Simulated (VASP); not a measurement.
# Au (P6_3/mmc) in VASP: a series of runs, part 2 of 2

VASP 6.6.1. Earlier steps stand in the parts before.

### Step 3. Single point, PBE (volume scaled by 0.95)

File INCAR:

```
  ALGO = Normal
  EDIFF = 1E-6
  ENCUT = 520
  GGA = PE
  ISIF = 2
  ISMEAR = -1
  LASPH = T
  LCHARG = T
  LELF = T
  LREAL = F
  LVHAR = T
  LWAVE = F
  NBANDS = 18
  NELM = 100
  PREC = Accurate
  SIGMA = 0.08
```

File KPOINTS:

```
k-points
0
Gamma
  15 15 8
```

File POSCAR:

```
Au
1.0
    2.8670389419      0.0000000000      0.0000000000
   -1.4335194709      2.4829285573      0.0000000000
    0.0000000000      0.0000000000      4.8029116144
Au
2
Direct
    0.3333333333      0.6666666667      0.2500000000
    0.6666666667      0.3333333333      0.7500000000
```

Potentials or basis: VASP PAW PBE potentials, release 64 (Au).

Started as:

```sh
$ cat potpaw_PBE.64/Au/POTCAR > POTCAR
$ mpirun -np 1 vasp_std > vasp.out
```

OUTCAR:

```text
EDIFF = 1E-6
   ENCUT = 520
   GGA = PE
   ISIF = 2
   ISMEAR = -1
   LASPH = T
   LREAL = F
   NELM = 100
   PREC = Accurate

 ion  position               nearest neighbor table
   1  0.333  0.667  0.250-   2 2.92   2 2.92   2 2.92   2 2.92   2 2.92   2 2.92
   2  0.667  0.333  0.750-   1 2.92   1 2.92   1 2.92   1 2.92   1 2.92   1 2.92

  LATTYP: Found a hexagonal cell.
 ALAT       =     2.8670389419
 C/A-ratio  =     1.6752167347

  Lattice vectors:

 A1 = (   2.8670389419,   0.0000000000,   0.0000000000)
 A2 = (  -1.4335194709,   2.4829285573,   0.0000000000)
 A3 = (   0.0000000000,   0.0000000000,   4.8029116144)

Analysis of symmetry for initial positions (statically):
=====================================================================
 Subroutine PRICEL returns:
 Original cell was already a primitive cell.

 Routine SETGRP: Setting up the symmetry group for a
 hexagonal supercell.

 Subroutine GETGRP returns: Found 24 space group operations
 (whereof 12 operations were pure point group operations)
 out of a pool of 24 trial point group operations.

The static configuration has the point symmetry D_3d.
 The point group associated with its full space group is D_6h.

Analysis of symmetry for dynamics (positions and initial velocities):
=====================================================================
 Subroutine PRICEL returns:
 Original cell was already a primitive cell.

 Routine SETGRP: Setting up the symmetry group for a
 hexagonal supercell.

 Subroutine GETGRP returns: Found 24 space group operations
 (whereof 12 operations were pure point group operations)
 out of a pool of 24 trial point group operations.

The dynamic configuration has the point symmetry D_3d.
 The point group associated with its full space group is D_6h.

 Subroutine INISYM returns: Found 24 space group operations
 (whereof 12 operations are pure point group operations),
 and found     1 'primitive' translations

----------------------------------------------------------------------------------------

                                     Primitive cell

  volume of cell :      34.1903

  direct lattice vectors                    reciprocal lattice vectors
     2.867038942  0.000000000  0.000000000     0.348791914  0.201375105  0.000000000
    -1.433519471  2.482928557  0.000000000     0.000000000  0.402750211  0.000000000
     0.000000000  0.000000000  4.802911614     0.000000000  0.000000000  0.208207038

  length of vectors
     2.867038942  2.867038942  4.802911614     0.402750211  0.402750211  0.208207038

  position of ions in fractional coordinates (direct lattice)
     0.333333333  0.666666667  0.250000000
     0.666666667  0.333333333  0.750000000

  ion indices of the primitive-cell ions
   primitive index   ion index
                 1           1
                 2           2

----------------------------------------------------------------------------------------

 KPOINTS: k-points

Automatic generation of k-mesh.
 Grid dimensions read from file:
 generate k-points for:   15   15    8

 Generating k-lattice:

  Cartesian coordinates                     Fractional coordinates (reciprocal lattice)
     0.023252794  0.013425007  0.000000000     0.066666667  0.000000000  0.000000000
     0.000000000  0.026850014  0.000000000     0.000000000  0.066666667  0.000000000
     0.000000000  0.000000000  0.026025880     0.000000000  0.000000000  0.125000000

  Length of vectors
     0.026850014  0.026850014  0.026025880

  Shift w.r.t. Gamma in fractional coordinates (k-lattice)
     0.000000000  0.000000000  0.000000000

 Subroutine IBZKPT returns following result:
 ===========================================

 Found    135 irreducible k-points:

 Following reciprocal coordinates:
            Coordinates               Weight
  0.000000  0.000000  0.000000      1.000000
  0.066667  0.000000  0.000000      6.000000
  0.133333  0.000000  0.000000      6.000000
  0.200000  0.000000  0.000000      6.000000
  0.266667  0.000000  0.000000      6.000000
  0.333333  0.000000  0.000000      6.000000
[... 16 lines left out ...]
  0.333333  0.200000  0.000000     12.000000
  0.400000  0.200000  0.000000      6.000000
 [... further k-points ...]
   k-points           NKPTS =    135   k-points in BZ     NKDIM =    135   number of bands    NBANDS=     18
   number of dos      NEDOS =    301   number of ions     NIONS =      2
   total plane-waves  NPLWV =  20736
   dimension x,y,z NGX =    24 NGY =   24 NGZ =   36
   dimension x,y,z NGXF=    48 NGYF=   48 NGZF=   72
   ions per type =               2
   NGX,Y,Z   is equivalent  to a cutoff of  13.92, 13.92, 12.46 a.u.
   NGXF,Y,Z  is equivalent  to a cutoff of  27.83, 27.83, 24.92 a.u.
 SYSTEM =  unknown system
   PREC   = accura    normal or accurate (medium, high low for compatibility)
   ISTART =      0    job   : 0-new  1-cont  2-samecut
   ICHARG =      2    charge: 1-file 2-atom 10-const
   ISPIN  =      1    spin polarized calculation?
   LNONCOLLINEAR =      F non collinear calculations
   LSORBIT =      F    spin-orbit coupling
   LASPH  =      T    aspherical Exc in radial PAW
   ENCUT  =  520.0 eV  38.22 Ry    6.18 a.u.   5.33  5.33  8.93*2*pi/ulx,y,z
   NELM   =    100;   NELMIN=  2; NELMDL= -5     # of ELM steps
   EDIFF  = 0.1E-05   stopping-criterion for ELM
   LREAL  =      F    real-space projection
   EDIFFG = 0.1E-04   stopping-criterion for IOM
   NSW    =      0    number of steps for IOM
   IBRION =     -1    ionic relax: 0-MD 1-quasi-New 2-CG
   NFREE  =      0    steps in history (QN), initial steepest desc. (CG)
   ISIF   =      2    stress and relaxation
   ISYM   =      2    0-nonsym 1-usesym 2-fastsym
   POTIM  = 0.5000    time-step for ionic-motion
   TEBEG  =    0.0;   TEEND  =   0.0 temperature during run
   PSTRESS=    0.0 pullay stress
   NELECT =      22.0000    total number of electrons
   NUPDOWN=      -1.0000    fix difference up-down
   EMIN   =  10.00;   EMAX   =-10.00  energy-range for DOS
   EFERMI =   0.00;   METHOD = LEGACY
   ISMEAR =    -1;   SIGMA  =   0.08  broadening in eV -4-tet -1-fermi 0-gaus
   EFERMI_NEDOS =   21; number of points for ismear=-14 and -15
   IALGO  =     38    algorithm
   IMIX   =      4    mixing-type and parameters
     AMIX     =   0.40;   BMIX     =  1.00
     AMIX_MAG =   1.60;   BMIX_MAG =  1.00
  volume/ion in A,a.u.               =      17.10       115.36
  Fermi-wavevector in a.u.,A,eV,Ry     =   1.413345  2.670835 27.178246  1.997545
  Thomas-Fermi vector in A             =   2.535000
   LORBIT       =      0    0 simple, 1 ext, 2 COOP (PROOUT), +10 PAW based schemes
   GGA     = PE    functional components
[... 5 lines left out ...]
 non-spin polarized calculation
  energy-cutoff  :      520.00
  volume of cell :       34.19
 maximum number of plane-waves:       936
 NGX is ok and might be reduce to    24
   NGX = 11   NGY = 11   NGZ = 17

 number of electron      22.0000004 magnetization

 Free energy of the ion-electron system (eV)
  ---------------------------------------------------
  ext. energy  EPLUGINS =         0.00000000
  ---------------------------------------------------
  free energy    TOTEN  =        -6.39973013 eV

  energy without entropy =       -6.38941033  energy(sigma->0) =       -6.39457023

 E-fermi :   9.4369     XC(G=0): -12.6977

 val. band max:        9.3340419408   @ k =   0.2000   0.0667   0.2500
 cond. band min:       9.4766336249   @ k =   0.2667   0.1333   0.3750
 fundamental gap:      0.1425916841
 Fermi energy:         9.4369281644

 k-point     1 :       0.0000    0.0000    0.0000
  band No.  band energies     occupation
      1      -0.4020      2.00000
      2       2.0555      2.00000
      3       4.5820      2.00000
      4       4.8474      2.00000
      5       4.8474      2.00000
      6       5.1612      2.00000
[... 10 lines left out ...]
     17      27.8751      0.00000
     18      27.8751      0.00000

 k-point     2 :       0.0667    0.0000    0.0000
  band No.  band energies     occupation
      1      -0.2611      2.00000
      2       2.1720      2.00000
      3       4.5263      2.00000
      4       4.8926      2.00000
      5       4.9415      2.00000
      6       5.1113      2.00000
[... 10 lines left out ...]
     17      27.1135      0.00000
     18      27.2904      0.00000
[... 442 lines left out ...]
 k-point    24 :       0.4000    0.2000    0.0000
  band No.  band energies     occupation
      1       3.2076      2.00000
      2       3.2952      2.00000
      3       3.3203      2.00000
      4       4.6641      2.00000
      5       4.8340      2.00000
      6       4.9153      2.00000
[... 10 lines left out ...]
     17      21.2938      0.00000
     18      23.0180      0.00000

 [... further k-points ...]
[... 5 lines left out ...]
  --------------------------------------------------------------------------------------
  -------------------------------------------------------------------------------------
  Total        1.6974698      1.6974698      1.6984042      0.0000000     -0.0000000      0.0000000
  in kB       79.5445130     79.5445130     79.5883014      0.0000000     -0.0000000      0.0000000
  external PRESSURE =      79.5591091 kB  Pullay stress =       0.0000000 kB

 VOLUME and BASIS-vectors are now :
 -----------------------------------------------------------------------------
  energy-cutoff  :      520.00
  volume of cell :       34.19
      direct lattice vectors                 reciprocal lattice vectors
     2.867038942  0.000000000  0.000000000     0.348791914  0.201375105  0.000000000
    -1.433519471  2.482928557  0.000000000     0.000000000  0.402750211  0.000000000
     0.000000000  0.000000000  4.802911614     0.000000000  0.000000000  0.208207038

 POSITION                                       TOTAL-FORCE (eV/Angst)
 -----------------------------------------------------------------------------------
     -0.00000      1.65529      1.20073         0.000000     -0.000000      0.000000
      1.43352      0.82764      3.60218        -0.000000      0.000000      0.000000
 -----------------------------------------------------------------------------------
    total drift:                               -0.000000      0.000000     -0.000000

  FREE ENERGIE OF THE ION-ELECTRON SYSTEM (eV)
  ---------------------------------------------------
  free  energy   TOTEN  =        -6.3997301333 eV

  energy  without entropy=       -6.3894103299  energy(sigma->0) =       -6.39457023
```

OSZICAR:

```text
N       E                     dE             d eps       ncg     rms          rms(c)
DAV:   1     0.123912245634E+03    0.12391E+03   -0.11734E+04  4868   0.119E+03
DAV:   2    -0.478480646831E+01   -0.12870E+03   -0.12309E+03  5212   0.262E+02
DAV:   3    -0.692319472285E+01   -0.21384E+01   -0.21266E+01  5786   0.339E+01
DAV:   4    -0.693222044805E+01   -0.90257E-02   -0.90248E-02  5428   0.232E+00
DAV:   5    -0.693230194256E+01   -0.81495E-04   -0.81494E-04  5348   0.233E-01    0.131E+01
DAV:   6    -0.644147208855E+01    0.49083E+00   -0.89480E-01  5014   0.875E+00    0.836E+00
DAV:   7    -0.640433187495E+01    0.37140E-01   -0.11571E-01  5284   0.314E+00    0.325E+00
DAV:   8    -0.639973843339E+01    0.45934E-02   -0.10532E-02  5048   0.852E-01    0.359E-01
DAV:   9    -0.639971646974E+01    0.21964E-04   -0.39495E-05  5422   0.530E-02    0.250E-02
DAV:  10    -0.639973019338E+01   -0.13724E-04   -0.55247E-06  5410   0.228E-02    0.234E-03
DAV:  11    -0.639973013332E+01    0.60054E-07   -0.17841E-07  2718   0.338E-03
   1 F= -.63997301E+01 E0= -.63945702E+01  d E =-.103198E-01
```

stdout:

```text
POSCAR found type information on POSCAR Au
 POSCAR found :  1 types and       2 ions
 scaLAPACK will be used
 LDA part: xc-table for (Slater+PW92), standard interpolation
 POSCAR, INCAR and KPOINTS ok, starting setup
 FFT: planning ... GRIDC
 FFT: planning ... GRID_SOFT
 FFT: planning ... GRID
 WAVECAR not read
 entering main loop
```

It took 25 s on 1 thread of Intel Xeon Platinum 8488C (Sapphire Rapids), shared host; peak memory 0.2 GiB.

Results:

- Free energy: -6.3997 eV
- Pressure: 8.0 GPa
- Band gap on the k mesh: zero (band 11 reaches 13.71 eV, above the bottom of band 12 at 6.76 eV)

Caveat: the cell differs from its parent crystal (volume scaled by 0.95); spin-orbit coupling is left out, which moves the levels of the heavy elements.

### Step 4. Single point, PBE

This run uses another cell than the first one, of 17.99 Å³/atom, 1.053 times its volume.

File INCAR:

```
ALGO     = Normal         # electronic algorithm
EDIFF    = 1E-6           # SCF threshold, eV
ENCUT    = 520            # plane-wave cutoff, eV
GGA      = PE             # functional
ISIF     = 2              # what is computed and relaxed
ISMEAR   = -1             # smearing method
LASPH    = True           # aspherical terms in the spheres
LCHARG   = False          # write CHGCAR
LREAL    = False          # projectors in reciprocal space
LWAVE    = False          # write WAVECAR
NBANDS   = 18             # bands
NELM     = 80             # most SCF steps
PREC     = Accurate       # precision mode
SIGMA    = 0.08           # smearing width, eV
```

KPOINTS is that of step 3.

File POSCAR:

```
Au
1.0
    2.9117187291      0.0000000000      0.0000000000
   -1.4558593645      2.5216223881      0.0000000000
    0.0000000000      0.0000000000      4.9017294074
Au
2
Direct
    0.3333333333      0.6666666667      0.2500000000
    0.6666666667      0.3333333333      0.7500000000
```

Started as:

```sh
$ cat potpaw_PBE.64/Au/POTCAR > POTCAR
$ mpirun -np 1 vasp_std > vasp.out
```

It took 24 s on 1 thread of Intel Xeon Platinum 8488C (Sapphire Rapids), shared host; peak memory 0.2 GiB.

It converged, with:

| Item | Value |
| --- | --- |
| Free energy | -6.4417 eV |
| Pressure | -0.3 GPa |
| Band gap on the k mesh | zero (band 11 reaches 12.62 eV, above the bottom of band 12 at 6.02 eV) |

Levels at points of the mesh, in eV from the Fermi level:
```csv
k point,band 7,band 8,band 9,band 10,band 11,band 12,band 13,band 14,band 15,band 16
"(0.00, 0.00, 0.00)",-4.04,-3.39,-3.39,-2.16,-2.16,-0.91,2.38,14.62,15.61,16.69
"(0.00, 0.00, 0.50)",-4.35,-4.35,-2.58,-2.58,-2.58,-2.58,10.21,10.21,14.89,14.89
```

Caveat: spin-orbit coupling is left out, which moves the levels of the heavy elements.
